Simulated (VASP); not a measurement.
# C (P6/mmm) in VASP: vibrations by perturbation theory with PBE

Aim: the vibrations by perturbation theory of C with PBE.

Program: VASP 6.6.1. These are calculated values, not measurements. Logs are shortened: lines on timing, memory, paths and dates and some standing lists are left out, and cuts for length are marked.

## (1) The cell of the first run

It takes space group P6/mmm (No. 191, hexagonal). Conventional cell: a = 2.467 Å, b = 2.467 Å, c = 4.519 Å, α = 90.00°, β = 90.00°, γ = 120.00°. C (site symmetry -6m2) has 3 C at 1.42 Å within 1.9 Å.

## (2) Vibrations by perturbation theory, PBE

Input file INCAR:

```
PREC = Accurate
ENCUT = 520
EDIFF = 1E-8
ISMEAR = -1
SIGMA = 0.15
LREAL = F
LASPH = T
NELM = 100
ALGO = Normal
ISIF = 2
LWAVE = F
LCHARG = F
GGA = PE
IBRION = 8
NSW = 1
```

Input file KPOINTS:

```
Automatic mesh
0
Gamma
  24 24 12
```

Input file POSCAR:

```
C
1.0
    2.4665014458      0.0000000000      0.0000000000
   -1.2332507229      2.1360529106      0.0000000000
    0.0000000000      0.0000000000      4.5189738200
C
2
Direct
    0.6666666667      0.3333333333      0.5000000000
    0.3333333333      0.6666666667      0.5000000000
```

Potentials or basis: VASP PAW PBE potentials, release 64 (C).

Run with:

```sh
> cat potpaw_PBE.64/C/POTCAR > POTCAR
> mpirun -np 1 vasp_std > vasp.out
```

OUTCAR:

```text
PREC = Accurate
   ENCUT = 520
   EDIFF = 1E-8
   ISMEAR = -1
   LREAL = F
   LASPH = T
   NELM = 100
   ISIF = 2
   GGA = PE
   IBRION = 8
   NSW = 1

 ion  position               nearest neighbor table
   1  0.667  0.333  0.500-   2 1.42   2 1.42   2 1.42
   2  0.333  0.667  0.500-   1 1.42   1 1.42   1 1.42

  LATTYP: Found a hexagonal cell.
 ALAT       =     2.4665014458
 C/A-ratio  =     1.8321391328

  Lattice vectors:

 A1 = (   2.4665014458,   0.0000000000,   0.0000000000)
 A2 = (  -1.2332507229,   2.1360529106,   0.0000000000)
 A3 = (   0.0000000000,   0.0000000000,   4.5189738200)

Analysis of symmetry for initial positions (statically):
=====================================================================
 Subroutine PRICEL returns:
 Original cell was already a primitive cell.

 Routine SETGRP: Setting up the symmetry group for a
 hexagonal supercell.

 Subroutine GETGRP returns: Found 24 space group operations
 (whereof 24 operations were pure point group operations)
 out of a pool of 24 trial point group operations.

The static configuration has the point symmetry D_6h.

Analysis of symmetry for dynamics (positions and initial velocities):
=====================================================================
 Subroutine PRICEL returns:
 Original cell was already a primitive cell.

 Routine SETGRP: Setting up the symmetry group for a
 hexagonal supercell.

 Subroutine GETGRP returns: Found 24 space group operations
 (whereof 24 operations were pure point group operations)
 out of a pool of 24 trial point group operations.

The dynamic configuration has the point symmetry D_6h.

 Subroutine INISYM returns: Found 24 space group operations
 (whereof 24 operations are pure point group operations),
 and found     1 'primitive' translations

----------------------------------------------------------------------------------------

                                     Primitive cell

  volume of cell :      23.8086

  direct lattice vectors                    reciprocal lattice vectors
     2.466501446  0.000000000  0.000000000     0.405432562  0.234076599  0.000000000
    -1.233250723  2.136052911  0.000000000     0.000000000  0.468153197  0.000000000
     0.000000000  0.000000000  4.518973820     0.000000000  0.000000000  0.221289178

  length of vectors
     2.466501446  2.466501446  4.518973820     0.468153197  0.468153197  0.221289178

  position of ions in fractional coordinates (direct lattice)
     0.666666667  0.333333333  0.500000000
     0.333333333  0.666666667  0.500000000

  ion indices of the primitive-cell ions
   primitive index   ion index
                 1           1
                 2           2

----------------------------------------------------------------------------------------

 KPOINTS: Automatic mesh

Automatic generation of k-mesh.
 Grid dimensions read from file:
 generate k-points for:   24   24   12

 Generating k-lattice:

  Cartesian coordinates                     Fractional coordinates (reciprocal lattice)
     0.016893023  0.009753192  0.000000000     0.041666667  0.000000000  0.000000000
     0.000000000  0.019506383  0.000000000     0.000000000  0.041666667  0.000000000
     0.000000000  0.000000000  0.018440765     0.000000000  0.000000000  0.083333333

  Length of vectors
     0.019506383  0.019506383  0.018440765

  Shift w.r.t. Gamma in fractional coordinates (k-lattice)
     0.000000000  0.000000000  0.000000000

 Subroutine IBZKPT returns following result:
 ===========================================

 Found    427 irreducible k-points:

 Following reciprocal coordinates:
            Coordinates               Weight
  0.000000  0.000000  0.000000      1.000000
  0.041667  0.000000  0.000000      6.000000
  0.083333  0.000000  0.000000      6.000000
  0.125000  0.000000  0.000000      6.000000
  0.166667  0.000000  0.000000      6.000000
  0.208333 -0.000000  0.000000      6.000000
[... 16 lines left out ...]
  0.416667  0.041667  0.000000     12.000000
  0.458333  0.041667  0.000000     12.000000
 [... further k-points ...]
   k-points           NKPTS =    427   k-points in BZ     NKDIM =    427   number of bands    NBANDS=      8
   number of dos      NEDOS =    301   number of ions     NIONS =      2
[... 19 lines left out ...]
   NSW    =      1    number of steps for IOM
   IBRION =      8    ionic relax: 0-MD 1-quasi-New 2-CG
   NFREE  =      0    steps in history (QN), initial steepest desc. (CG)
   ISIF   =      2    stress and relaxation
   ISYM   =      2    0-nonsym 1-usesym 2-fastsym
   POTIM  = 0.5000    time-step for ionic-motion
   TEBEG  =    0.0;   TEEND  =   0.0 temperature during run
   PSTRESS=    0.0 pullay stress
   NELECT =       8.0000    total number of electrons
   NUPDOWN=      -1.0000    fix difference up-down
   EMIN   =  10.00;   EMAX   =-10.00  energy-range for DOS
   EFERMI =   0.00;   METHOD = LEGACY
   ISMEAR =    -1;   SIGMA  =   0.15  broadening in eV -4-tet -1-fermi 0-gaus
   EFERMI_NEDOS =   21; number of points for ismear=-14 and -15
   IALGO  =     38    algorithm
   IMIX   =      4    mixing-type and parameters
     AMIX     =   0.40;   BMIX     =  1.00
     AMIX_MAG =   1.60;   BMIX_MAG =  1.00
  volume/ion in A,a.u.               =      11.90        80.33
  Fermi-wavevector in a.u.,A,eV,Ry     =   1.138135  2.150763 17.624322  1.295351
  Thomas-Fermi vector in A             =   2.274840
   LORBIT       =      0    0 simple, 1 ext, 2 COOP (PROOUT), +10 PAW based schemes
   GGA     = PE    functional components
   LHFCALC =     F    Hartree Fock is set to
   AEXX    =    0.0000 exact exchange contribution
   IVDW    =     0    specifies the selected vdW correction
   LEPSILON=     F    determine dielectric tensor
   LRPA    =     F    only Hartree local field effects (RPA)
 non-spin polarized calculation
  energy-cutoff  :      520.00
  volume of cell :       23.81
 maximum number of plane-waves:       664
   NGX =  9   NGY =  9   NGZ = 17

--------------------------------------- Ionic step        1  -------------------------------------------

 number of electron       7.9999999 magnetization

 Free energy of the ion-electron system (eV)
  ---------------------------------------------------
  ext. energy  EPLUGINS =         0.00000000
  ---------------------------------------------------
  free energy    TOTEN  =       -18.45401325 eV

  energy without entropy =      -18.45165723  energy(sigma->0) =      -18.45283524

 E-fermi :   2.3944     XC(G=0):  -8.3635

 val. band max:        2.3553349298   @ k =   0.3333   0.3333   0.3333
 cond. band min:       2.3963513948   @ k =   0.3333   0.3333   0.2500
 fundamental gap:      0.0410164650
 Fermi energy:         2.3944044697

 k-point     1 :       0.0000    0.0000    0.0000
  band No.  band energies     occupation
      1     -17.1293      2.00000
      2      -5.0515      2.00000
      3      -0.6487      2.00000
      4      -0.6487      2.00000
      5       5.3407      0.00000
      6      10.6968      0.00000
      7      10.6968      0.00000
      8      13.8256      0.00000
[... 243 lines left out ...]
 k-point    24 :       0.4583    0.0417    0.0000
  band No.  band energies     occupation
      1     -12.0263      2.00000
      2     -10.6359      2.00000
      3      -4.1509      2.00000
      4       0.1031      2.00000
      5       4.2996      0.00001
      6       9.9328      0.00000
      7      12.4356      0.00000
      8      13.6824      0.00000

 [... further k-points ...]

------------------------ aborting loop because EDIFF is reached ----------------------------------------

  FORCE on cell =-STRESS in cart. coord.  units (eV):
  Direction    XX          YY          ZZ          XY          YZ          ZX
  --------------------------------------------------------------------------------------
  -------------------------------------------------------------------------------------
  Total        0.0780778      0.0780778     -0.0083522      0.0000000     -0.0000000      0.0000000
  in kB        5.2541784      5.2541784     -0.5620536      0.0000000     -0.0000000      0.0000000
  external PRESSURE =       3.3154344 kB  Pullay stress =       0.0000000 kB

 VOLUME and BASIS-vectors are now :
 -----------------------------------------------------------------------------
  energy-cutoff  :      520.00
  volume of cell :       23.81
      direct lattice vectors                 reciprocal lattice vectors
     2.466501446  0.000000000  0.000000000     0.405432562  0.234076599  0.000000000
    -1.233250723  2.136052911  0.000000000     0.000000000  0.468153197  0.000000000
     0.000000000  0.000000000  4.518973820     0.000000000  0.000000000  0.221289178

 POSITION                                       TOTAL-FORCE (eV/Angst)
 -----------------------------------------------------------------------------------
      1.23325      0.71202      2.25949        -0.000000      0.000000      0.000000
     -0.00000      1.42404      2.25949         0.000000     -0.000000      0.000000
 -----------------------------------------------------------------------------------
    total drift:                                0.000000     -0.000000     -0.000000

  FREE ENERGIE OF THE ION-ELECTRON SYSTEM (eV)
  ---------------------------------------------------
  free  energy   TOTEN  =       -18.4540132474 eV

  energy  without entropy=      -18.4516572306  energy(sigma->0) =      -18.45283524

[... ionic steps 2 to 3 ...]

--------------------------------------- Ionic step        4  -------------------------------------------

------------------------ aborting loop because EDIFF is reached ----------------------------------------

[... ionic steps 5 to 5 ...]

--------------------------------------- Ionic step        6  -------------------------------------------

 Free energy of the ion-electron system (eV)
  ---------------------------------------------------
  ---------------------------------------------------
  free energy    TOTEN  =        -0.13117860 eV

  energy without entropy =       -0.13117860

------------------------ aborting loop because EDIFF is reached ----------------------------------------

 INTERNAL STRAIN TENSOR  FOR ION    1  DIRECTION 3   (eV/Angst):
 -----------------------------------------------------------------------------
    -0.00109  0.00000  0.00000
     0.00000 -0.00109  0.00000
     0.00000 -0.00000  0.00534

 INTERNAL STRAIN TENSOR FOR ION    2 for displacements in x,y,z  (eV/Angst):
          X           Y           Z          XY          YZ          ZX
  --------------------------------------------------------------------------------
  x     0.00000    -0.00000     0.00000   -10.98953     0.00000     0.00000
  y   -10.98953    10.98953     0.00000     0.00000     0.00000     0.00000
  z     0.00000     0.00000     0.00000     0.00000    -0.00000     0.00000

 SECOND DERIVATIVES (NOT SYMMETRIZED)
 ------------------------------------
               1X          1Y          1Z          2X          2Y          2Z
  1X   -53.427580   -0.000000    0.000000   53.427580    0.000000    0.000000
  1Y    -0.000000  -53.427580    0.000000    0.000000   53.427580    0.000000
  1Z    -0.000000   -0.000000  -16.749837    0.000000    0.000000   16.749837
  2X    53.427580    0.000000    0.000000  -53.427580   -0.000000    0.000000
  2Y     0.000000   53.427580    0.000000   -0.000000  -53.427580    0.000000
  2Z     0.000000    0.000000   16.749837   -0.000000   -0.000000  -16.749837

 Eigenvectors and eigenvalues of the dynamical matrix
 ----------------------------------------------------

   1 f  =   46.629300 THz   292.980531 2PiTHz 1555.386017 cm-1   192.843202 meV
             X         Y         Z           dx          dy          dz
      1.233251  0.712018  2.259487    -0.000000   -0.707107    0.000000
     -0.000000  1.424035  2.259487    -0.000000    0.707107   -0.000000
[... 11 lines left out ...]
   4 f  =    0.000000 THz     0.000002 2PiTHz    0.000011 cm-1     0.000001 meV
             X         Y         Z           dx          dy          dz
      1.233251  0.712018  2.259487     0.456212   -0.523829   -0.132187
     -0.000000  1.424035  2.259487     0.456212   -0.523829   -0.132187

   5 f/i=    0.000000 THz     0.000002 2PiTHz    0.000011 cm-1     0.000001 meV
             X         Y         Z           dx          dy          dz
      1.233251  0.712018  2.259487     0.159994   -0.034252    0.687916
     -0.000000  1.424035  2.259487     0.159994   -0.034252    0.687916

   6 f/i=    0.000001 THz     0.000004 2PiTHz    0.000020 cm-1     0.000003 meV
             X         Y         Z           dx          dy          dz
      1.233251  0.712018  2.259487     0.516016    0.473740   -0.096426
     -0.000000  1.424035  2.259487     0.516016    0.473740   -0.096426

--------------------------------------------------------------------------------------------------------

 ELASTIC MODULI CONTR FROM IONIC RELAXATION (kBar)
 Direction    XX          YY          ZZ          XY          YZ          ZX
 --------------------------------------------------------------------------------
 XX        -152.1144    152.1144      0.0000      0.0000     -0.0000      0.0000
 YY         152.1144   -152.1144      0.0000     -0.0000      0.0000      0.0000
 ZZ           0.0000      0.0000      0.0000      0.0000      0.0000      0.0000
 XY           0.0000     -0.0000      0.0000   -152.1144     -0.0000      0.0000
 YZ          -0.0000      0.0000      0.0000     -0.0000     -0.0000      0.0000
 ZX           0.0000      0.0000      0.0000      0.0000      0.0000      0.0000
 --------------------------------------------------------------------------------
```

It took 11 min on 1 thread of Intel Xeon Platinum 8259CL at 2.50GHz (Skylake/Cascade Lake), shared host; peak memory 0.77 GiB.

Results:

| Quantity | Value |
| --- | --- |
| Highest phonon frequency at Γ | 1555 cm⁻¹ |

Phonon frequencies in cm⁻¹ (negative: imaginary):
| q point | frequencies |
| --- | --- |
| (0.000, 0.000, 0.000) | 0 0 0 871 1555 1555 |

Caveat: this functional lacks dispersion, which binds layers or chains, so the pressure and a relaxed spacing across them are unreliable.
